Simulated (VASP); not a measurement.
# In3O2 (Fmmm) in VASP: single point with PBE

Aim: the single point of In3O2 with PBE.

Everything below comes from runs of VASP 6.6.1. Logs are shortened: lines on timing, memory, paths and dates and some standing lists are left out, and cuts for length are marked.

## (1) The cell of the first run

Symmetry: Fmmm, No. 69, orthorhombic system. Conventional cell: a = 6.423 Å, b = 7.052 Å, c = 9.192 Å, α = 90.00°, β = 90.00°, γ = 90.00°. In (site symmetry mmm) has 2 O at 2.15 Å within 2.8 Å. In (site symmetry mm2) has 2 O at 2.16 Å and 1 In at 2.94 Å within 3.0 Å. Within 2.8 Å of O (site symmetry m2m) lie 3 In at 2.15 to 2.16 Å and 1 O at 2.76 Å.

The cell was built from a structure type or drawn by symmetry, and may not be a known phase.

## (2) Single point, PBE

Contents of INCAR:

```
PREC = Accurate
ENCUT = 520
EDIFF = 1E-6
ISMEAR = 0
SIGMA = 0.1
LREAL = False
LASPH = True
NELM = 80
ALGO = Normal
ISIF = 2
LWAVE = False
LCHARG = False
GGA = PE
NBANDS = 34
```

Contents of KPOINTS:

```
regular mesh
0
Gamma
  10 10 10
```

Contents of POSCAR:

```
In3O2
1.0
    0.0000000000      3.5259505177      4.5960747043
    3.2112994355      0.0000000000      4.5960747043
    3.2112994355      3.5259505177      0.0000000000
In O
3 2
Direct
    0.5000000000      0.5000000000      0.5000000000
    0.1801006427      0.1801006427      0.8198993573
    0.8198993573      0.8198993573      0.1801006427
    0.8043591674      0.1956408326      0.8043591674
    0.1956408326      0.8043591674      0.1956408326
```

Potentials or basis: VASP PAW PBE potentials, release 64 (In_d, O).

Launch:

```bash
$ cat potpaw_PBE.64/In_d/POTCAR potpaw_PBE.64/O/POTCAR > POTCAR
$ mpirun -np 1 vasp_std > vasp.out
```

OUTCAR:

```text
PREC = Accurate
   ENCUT = 520
   EDIFF = 1E-6
   ISMEAR = 0
   LREAL = False
   LASPH = True
   NELM = 80
   ISIF = 2
   GGA = PE

 ion  position               nearest neighbor table
   1  0.500  0.500  0.500-   4 2.15   5 2.15   2 2.94   3 2.94   2 3.61   2 3.61   3 3.61   3 3.61
                             3 3.90   2 3.90   2 3.90   3 3.90
   2  0.180  0.180  0.820-   4 2.16   5 2.16   1 2.94   3 3.31   3 3.46   3 3.46   1 3.61   1 3.61
                             3 3.75   3 3.75   1 3.90   1 3.90
   3  0.820  0.820  0.180-   4 2.16   5 2.16   1 2.94   2 3.31   2 3.46   2 3.46   1 3.61   1 3.61
                             2 3.75   2 3.75   1 3.90   1 3.90
   4  0.804  0.196  0.804-   1 2.15   2 2.16   3 2.16
   5  0.196  0.804  0.196-   1 2.15   2 2.16   3 2.16

  LATTYP: Found a face centered orthorhombic cell.
 ALAT       =     6.4225988710
 B/A-ratio  =     1.0979824798
 C/A-ratio  =     1.4312196033

  Lattice vectors:

 A1 = (   0.0000000000,   3.5259505177,   4.5960747043)
 A2 = (   3.2112994355,   0.0000000000,   4.5960747043)
 A3 = (   3.2112994355,   3.5259505177,   0.0000000000)

Analysis of symmetry for initial positions (statically):
=====================================================================
 Subroutine PRICEL returns:
 Original cell was already a primitive cell.

 Routine SETGRP: Setting up the symmetry group for a
 face centered orthorhombic supercell.

 Subroutine GETGRP returns: Found  8 space group operations
 (whereof  8 operations were pure point group operations)
 out of a pool of  8 trial point group operations.

The static configuration has the point symmetry D_2h.

Analysis of symmetry for dynamics (positions and initial velocities):
=====================================================================
 Subroutine PRICEL returns:
 Original cell was already a primitive cell.

 Routine SETGRP: Setting up the symmetry group for a
 face centered orthorhombic supercell.

 Subroutine GETGRP returns: Found  8 space group operations
 (whereof  8 operations were pure point group operations)
 out of a pool of  8 trial point group operations.

The dynamic configuration has the point symmetry D_2h.

 Subroutine INISYM returns: Found  8 space group operations
 (whereof  8 operations are pure point group operations),
 and found     1 'primitive' translations

----------------------------------------------------------------------------------------
[... 100 lines left out ...]
   LREAL  =      F    real-space projection
   EDIFFG = 0.1E-04   stopping-criterion for IOM
   NSW    =      0    number of steps for IOM
   IBRION =     -1    ionic relax: 0-MD 1-quasi-New 2-CG
   NFREE  =      0    steps in history (QN), initial steepest desc. (CG)
   ISIF   =      2    stress and relaxation
   ISYM   =      2    0-nonsym 1-usesym 2-fastsym
   POTIM  = 0.5000    time-step for ionic-motion
   TEBEG  =    0.0;   TEEND  =   0.0 temperature during run
   PSTRESS=    0.0 pullay stress
   NELECT =      51.0000    total number of electrons
   NUPDOWN=      -1.0000    fix difference up-down
   EMIN   =  10.00;   EMAX   =-10.00  energy-range for DOS
   EFERMI =   0.00;   METHOD = LEGACY
   ISMEAR =     0;   SIGMA  =   0.10  broadening in eV -4-tet -1-fermi 0-gaus
   EFERMI_NEDOS =   21; number of points for ismear=-14 and -15
   IALGO  =     38    algorithm
   IMIX   =      4    mixing-type and parameters
     AMIX     =   0.40;   BMIX     =  1.00
     AMIX_MAG =   1.60;   BMIX_MAG =  1.00
  volume/ion in A,a.u.               =      20.82       140.48
  Fermi-wavevector in a.u.,A,eV,Ry     =   1.290645  2.438966 22.664108  1.665765
  Thomas-Fermi vector in A             =   2.422464
   LORBIT       =      0    0 simple, 1 ext, 2 COOP (PROOUT), +10 PAW based schemes
   GGA     = PE    functional components
   LHFCALC =     F    Hartree Fock is set to
   AEXX    =    0.0000 exact exchange contribution
   IVDW    =     0    specifies the selected vdW correction
   LEPSILON=     F    determine dielectric tensor
   LRPA    =     F    only Hartree local field effects (RPA)
 non-spin polarized calculation
 Gauss-broadening in eV      SIGMA  =   0.10
  energy-cutoff  :      520.00
  volume of cell :      104.08
 maximum number of plane-waves:      2825
 NGX is ok and might be reduce to    48
   NGX = 21   NGY = 21   NGZ = 17

 number of electron      51.0000011 magnetization

 Free energy of the ion-electron system (eV)
  ---------------------------------------------------
  ext. energy  EPLUGINS =         0.00000000
  ---------------------------------------------------
  free energy    TOTEN  =       -21.04636471 eV

  energy without entropy =      -21.03999204  energy(sigma->0) =      -21.04317837

 E-fermi :   5.8884     XC(G=0):  -9.6885

 val. band max:        5.8737956200   @ k =   0.2000   0.5000   0.1000
 cond. band min:       5.8919677396   @ k =  -0.4000   0.1000   0.3000
 fundamental gap:      0.0181721196
 Fermi energy:         5.8884492305

 k-point     1 :       0.0000    0.0000    0.0000
  band No.  band energies     occupation
      1     -13.2124      2.00000
      2     -12.6046      2.00000
      3      -9.3071      2.00000
      4      -9.1461      2.00000
      5      -9.0894      2.00000
      6      -8.9924      2.00000
[... 877 lines left out ...]
     33      12.7051      0.00000
     34      13.5000      0.00000

 [... further k-points ...]

------------------------ aborting loop because EDIFF is reached ----------------------------------------

  FORCE on cell =-STRESS in cart. coord.  units (eV):
  Direction    XX          YY          ZZ          XY          YZ          ZX
  --------------------------------------------------------------------------------------
  -------------------------------------------------------------------------------------
  Total       -0.0715371      0.1749935      0.1197212     -0.0000000      0.0000000      0.0000000
  in kB       -1.1012041      2.6937564      1.8429241     -0.0000000      0.0000000      0.0000000
  external PRESSURE =       1.1451588 kB  Pullay stress =       0.0000000 kB

 VOLUME and BASIS-vectors are now :
 -----------------------------------------------------------------------------
  energy-cutoff  :      520.00
  volume of cell :      104.08
      direct lattice vectors                 reciprocal lattice vectors
     0.000000000  3.525950518  4.596074704    -0.155700211  0.141805734  0.108788484
     3.211299435  0.000000000  4.596074704     0.155700211 -0.141805734  0.108788484
     3.211299435  3.525950518  0.000000000     0.155700211  0.141805734 -0.108788484

 POSITION                                       TOTAL-FORCE (eV/Angst)
 -----------------------------------------------------------------------------------
      3.21130      3.52595      4.59607         0.000000     -0.000000      0.000000
      3.21130      3.52595      1.65551         0.000000     -0.000000      0.051388
      3.21130      3.52595      7.53664         0.000000     -0.000000     -0.051388
      3.21130      5.67226      4.59607         0.000000     -0.013943      0.000000
      3.21130      1.37964      4.59607         0.000000      0.013943      0.000000
 -----------------------------------------------------------------------------------
    total drift:                                0.000000     -0.000000      0.000000

  FREE ENERGIE OF THE ION-ELECTRON SYSTEM (eV)
  ---------------------------------------------------
  free  energy   TOTEN  =       -21.0463647106 eV

  energy  without entropy=      -21.0399920377  energy(sigma->0) =      -21.04317837
```

OSZICAR:

```text
N       E                     dE             d eps       ncg     rms          rms(c)
DAV:   1     0.563057518256E+03    0.56306E+03   -0.24417E+04 11662   0.198E+03
DAV:   2     0.636342658217E+02   -0.49942E+03   -0.47825E+03 11992   0.489E+02
DAV:   3    -0.208485521712E+02   -0.84483E+02   -0.81904E+02 14108   0.203E+02
DAV:   4    -0.257906611976E+02   -0.49421E+01   -0.48990E+01 13784   0.518E+01
DAV:   5    -0.259595850623E+02   -0.16892E+00   -0.16866E+00 14952   0.917E+00    0.144E+01
DAV:   6    -0.214050543809E+02    0.45545E+01   -0.20373E+01 17366   0.416E+01    0.123E+01
DAV:   7    -0.210958641225E+02    0.30919E+00   -0.29491E+00 15156   0.134E+01    0.309E+00
DAV:   8    -0.210670342626E+02    0.28830E-01   -0.51472E-01 13652   0.412E+00    0.145E+00
DAV:   9    -0.210488630161E+02    0.18171E-01   -0.59714E-02 18826   0.253E+00    0.972E-01
DAV:  10    -0.210470615795E+02    0.18014E-02   -0.32115E-02 16728   0.170E+00    0.216E-01
DAV:  11    -0.210462537872E+02    0.80779E-03   -0.49949E-03 16466   0.701E-01    0.103E-01
DAV:  12    -0.210463658227E+02   -0.11204E-03   -0.80997E-04 13612   0.202E-01    0.307E-02
DAV:  13    -0.210463637564E+02    0.20662E-05   -0.86322E-05 18132   0.900E-02    0.188E-02
DAV:  14    -0.210463647106E+02   -0.95418E-06   -0.66631E-06 12938   0.211E-02
   1 F= -.21046365E+02 E0= -.21043178E+02  d E =-.637267E-02
```

stdout:

```text
POSCAR found type information on POSCAR InO
 POSCAR found :  2 types and       5 ions
 scaLAPACK will be used
 LDA part: xc-table for (Slater+PW92), standard interpolation
 POSCAR, INCAR and KPOINTS ok, starting setup
 FFT: planning ... GRIDC
 FFT: planning ... GRID_SOFT
 FFT: planning ... GRID
 WAVECAR not read
 entering main loop
```

Wall time 16 min (1 thread of Intel Xeon 8259CL, shared host); peak memory 0.59 GiB.

What came out:

```
Free energy            : -21.0464 eV
Pressure               : 0.1 GPa
Largest force          : 0.051 eV/Å
Band gap on the k mesh : zero (an odd number of electrons rules out a gap without spin polarisation)
```

Forces on the atoms (eV/Å):
```
In   0.000  0.000  0.000
In   0.000  0.000  0.051
In   0.000  0.000 -0.051
O    0.000 -0.014  0.000
O    0.000  0.014  0.000
```

Stress tensor (GPa, compression positive):
```
-0.11  0.00  0.00
 0.00  0.27  0.00
 0.00  0.00  0.18
```

Levels at points of the mesh, in eV from the Fermi level:
| k point | band 23 | band 24 | band 25 | band 26 | band 27 | band 28 | band 29 | band 30 |
| --- | --- | --- | --- | --- | --- | --- | --- | --- |
| (0.00, 0.00, 0.00) | -3.35 | -2.86 | -1.54 | 0.48 | 0.69 | 1.35 | 3.46 | 4.25 |
| (0.50, 0.00, 0.00) | -3.32 | -2.79 | -1.83 | 1.12 | 1.23 | 2.77 | 2.95 | 3.65 |
| (0.50, 0.50, 0.00) | -3.10 | -2.85 | -2.24 | -0.72 | 0.07 | 2.16 | 4.41 | 5.28 |
| (0.50, 0.00, 0.50) | -2.33 | -2.25 | -1.14 | -1.13 | -0.49 | 0.03 | 2.31 | 2.68 |
| (0.00, 0.50, 0.50) | -3.44 | -3.40 | -2.25 | -0.21 | 1.11 | 1.91 | 4.85 | 4.91 |

Caveat: spin-orbit coupling is left out, which moves the levels of the heavy elements; an odd number of electrons without spin polarisation forces a metal; a magnetic or distorted state may lie lower.
